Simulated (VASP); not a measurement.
# BP (I-4m2) in VASP: further runs, part 2 of 2

VASP 6.6.1. The steps go on from the part before.

**5. Single point, PBE (epitaxial xy strain +4.0%)**

File INCAR:

```
PREC = Accurate
ENCUT = 520
EDIFF = 1E-6
ISMEAR = -1
SIGMA = 0.02
LREAL = F
LASPH = T
NELM = 60
ALGO = Normal
ISIF = 2
LWAVE = F
LCHARG = T
GGA = PE
LELF = T
LVHAR = T
NBANDS = 11
```

File KPOINTS:

```
Automatic mesh
0
Gamma
  10 10 10
```

File POSCAR:

```
BP
1.0
    0.0000000000      2.3590482957      2.2312187363
    2.3590482957      0.0000000000      2.2312187363
    2.3590482957      2.3590482957      0.0000000000
B P
1 1
Direct
    0.0000000000      0.0000000000      0.0000000000
    0.2500000000      0.2500000000      0.2500000000
```

Potentials or basis: VASP PAW PBE potentials, release 64 (B, P).

Command:

```
$ cat potpaw_PBE.64/B/POTCAR potpaw_PBE.64/P/POTCAR > POTCAR
$ mpirun -np 1 vasp_std > vasp.out
```

OUTCAR:

```text
PREC = Accurate
   ENCUT = 520
   EDIFF = 1E-6
   ISMEAR = -1
   LREAL = F
   LASPH = T
   NELM = 60
   ISIF = 2
   GGA = PE

 ion  position               nearest neighbor table
   1  0.000  0.000  0.000-   2 2.01   2 2.01   2 2.01   2 2.01
   2  0.250  0.250  0.250-   1 2.01   1 2.01   1 2.01   1 2.01

  LATTYP: Found a body centered tetragonal cell.
 ALAT       =     3.3361980941
 C/A-ratio  =     1.3375816863

  Lattice vectors:

 A1 = (   0.0000000000,  -2.3590482957,  -2.2312187363)
 A2 = (   0.0000000000,   2.3590482957,  -2.2312187363)
 A3 = (   2.3590482957,   0.0000000000,   2.2312187363)

Analysis of symmetry for initial positions (statically):
=====================================================================
 Subroutine PRICEL returns:
 Original cell was already a primitive cell.

 Routine SETGRP: Setting up the symmetry group for a
 body centered tetragonal supercell.

 Subroutine GETGRP returns: Found  8 space group operations
 (whereof  8 operations were pure point group operations)
 out of a pool of 16 trial point group operations.

The static configuration has the point symmetry D_2d.

Analysis of symmetry for dynamics (positions and initial velocities):
=====================================================================
 Subroutine PRICEL returns:
 Original cell was already a primitive cell.

 Routine SETGRP: Setting up the symmetry group for a
 body centered tetragonal supercell.

 Subroutine GETGRP returns: Found  8 space group operations
 (whereof  8 operations were pure point group operations)
 out of a pool of 16 trial point group operations.

The dynamic configuration has the point symmetry D_2d.

 Subroutine INISYM returns: Found  8 space group operations
 (whereof  8 operations are pure point group operations),
 and found     1 'primitive' translations

[... 114 lines left out ...]
     AMIX_MAG =   1.60;   BMIX_MAG =  1.00
  volume/ion in A,a.u.               =      12.42        83.79
  Fermi-wavevector in a.u.,A,eV,Ry     =   1.122250  2.120745 17.135786  1.259445
  Thomas-Fermi vector in A             =   2.258909
   LORBIT       =      0    0 simple, 1 ext, 2 COOP (PROOUT), +10 PAW based schemes
   GGA     = PE    functional components
   LHFCALC =     F    Hartree Fock is set to
   AEXX    =    0.0000 exact exchange contribution
   IVDW    =     0    specifies the selected vdW correction
   LEPSILON=     F    determine dielectric tensor
   LRPA    =     F    only Hartree local field effects (RPA)
 non-spin polarized calculation
  energy-cutoff  :      520.00
  volume of cell :       24.83
 maximum number of plane-waves:       680
   NGX = 13   NGY = 13   NGZ = 13

 number of electron       7.9999999 magnetization

 Free energy of the ion-electron system (eV)
  ---------------------------------------------------
  ext. energy  EPLUGINS =         0.00000000
  ---------------------------------------------------
  free energy    TOTEN  =       -12.85730987 eV

  energy without entropy =      -12.85730987  energy(sigma->0) =      -12.85730987

 E-fermi :   7.3167     XC(G=0): -10.6499

 val. band max:        7.0616625957   @ k =   0.0000   0.0000   0.0000
 cond. band min:       7.5859842785   @ k =   0.4000   0.4000   0.0000
 fundamental gap:      0.5243216829
 Fermi energy:         7.3167258589

 k-point     1 :       0.0000    0.0000    0.0000
  band No.  band energies     occupation
      1      -8.1965      2.00000
      2       6.5660      2.00000
      3       6.5660      2.00000
      4       7.0617      1.99999
      5       9.8483      0.00000
      6      10.1736      0.00000
      7      10.1736      0.00000
      8      13.1517      0.00000
      9      17.8528      0.00000
     10      18.0027      0.00000
     11      19.2789      0.00000
[... 309 lines left out ...]
 k-point    24 :       0.4000    0.3000    0.0000
  band No.  band energies     occupation
      1      -5.2322      2.00000
      2       0.9278      2.00000
      3       2.8013      2.00000
      4       3.0845      2.00000
      5       8.1325      0.00000
      6      10.0806      0.00000
      7      15.7622      0.00000
      8      15.8085      0.00000
      9      20.3976      0.00000
     10      21.4247      0.00000
     11      23.3021      0.00000

 [... further k-points ...]
[... 5 lines left out ...]
  --------------------------------------------------------------------------------------
  -------------------------------------------------------------------------------------
  Total       -1.9364465     -1.9364465      0.0968561      0.0000000     -0.0000000      0.0000000
  in kB     -124.9310203   -124.9310203      6.2487277      0.0000000     -0.0000000      0.0000000
  external PRESSURE =     -81.2044376 kB  Pullay stress =       0.0000000 kB

 VOLUME and BASIS-vectors are now :
 -----------------------------------------------------------------------------
  energy-cutoff  :      520.00
  volume of cell :       24.83
      direct lattice vectors                 reciprocal lattice vectors
     0.000000000  2.359048296  2.231218736    -0.211949879  0.211949879  0.224092776
     2.359048296  0.000000000  2.231218736     0.211949879 -0.211949879  0.224092776
     2.359048296  2.359048296  0.000000000     0.211949879  0.211949879 -0.224092776

 POSITION                                       TOTAL-FORCE (eV/Angst)
 -----------------------------------------------------------------------------------
      0.00000      0.00000      0.00000        -0.000000     -0.000000      0.000000
      1.17952      1.17952      1.11561         0.000000      0.000000     -0.000000
 -----------------------------------------------------------------------------------
    total drift:                               -0.000000     -0.000000      0.000000

  FREE ENERGIE OF THE ION-ELECTRON SYSTEM (eV)
  ---------------------------------------------------
  free  energy   TOTEN  =       -12.8573098716 eV

  energy  without entropy=      -12.8573098683  energy(sigma->0) =      -12.85730987
```

stdout:

```text
POSCAR found type information on POSCAR B P
 POSCAR found :  2 types and       2 ions
 scaLAPACK will be used
 LDA part: xc-table for (Slater+PW92), standard interpolation
 POSCAR, INCAR and KPOINTS ok, starting setup
 FFT: planning ... GRIDC
 FFT: planning ... GRID_SOFT
 FFT: planning ... GRID
 WAVECAR not read
 entering main loop
```

Run time: 14 s. Hardware: 1 thread of Intel Xeon Platinum 8488C (Sapphire Rapids), shared host; peak memory 0.15 GiB.

What came out:

```
Free energy            : -12.8573 eV
Pressure               : -8.1 GPa
Band gap on the k mesh : 0.52 eV, indirect (least direct gap 2.79 eV)
```

Levels at points of the mesh, in eV from the valence-band top:
| k point | band 1 | band 2 | band 3 | band 4 | band 5 | band 6 | band 7 | band 8 |
| --- | --- | --- | --- | --- | --- | --- | --- | --- |
| (0.00, 0.00, 0.00) | -15.26 | -0.50 | -0.50 | 0.00 | 2.79 | 3.11 | 3.11 | 6.09 |
| (0.50, 0.00, 0.00) | -12.16 | -8.93 | -2.33 | -1.69 | 2.87 | 4.10 | 4.82 | 9.61 |
| (0.50, 0.50, 0.00) | -10.39 | -8.28 | -4.58 | -4.58 | 0.72 | 0.91 | 11.21 | 11.21 |
| (0.50, 0.00, 0.50) | -10.88 | -8.76 | -4.08 | -3.98 | 1.33 | 1.64 | 10.65 | 11.57 |

Caveat: the cell differs from its parent crystal (epitaxial xy strain +4.0%). A k mesh can miss the band edges.

**6. Summary**

```tsv
cell	k mesh	smearing	gap on the mesh (eV)	pressure (GPa)
a = 3.237, b = 3.237, c = 3.304 Å, angles 59.3, 59.3, 61.4°, 2 atoms	6 × 6 × 6	gaussian 0.01 eV	0.83	-6.0
a = 3.247, b = 3.247, c = 3.336 Å, angles 59.1, 59.1, 61.8°, 2 atoms	6 × 6 × 6	gaussian 0.01 eV	0.65	-8.0
a = 3.237, b = 3.237, c = 3.304 Å, angles 59.3, 59.3, 61.4°, 2 atoms	10 × 10 × 10	fermi-dirac 0.02 eV	0.69	-6.1
a = 3.247, b = 3.247, c = 3.336 Å, angles 59.1, 59.1, 61.8°, 2 atoms	10 × 10 × 10	fermi-dirac 0.02 eV	0.52	-8.1
```

Alike in all rows: task single point; level PBE; potentials or basis VASP PAW PBE potentials, release 64 (B, P); no spin polarisation; cutoff (eV) 520.

Total energies depend on the potentials used, so only differences within one code and one set of settings carry meaning.
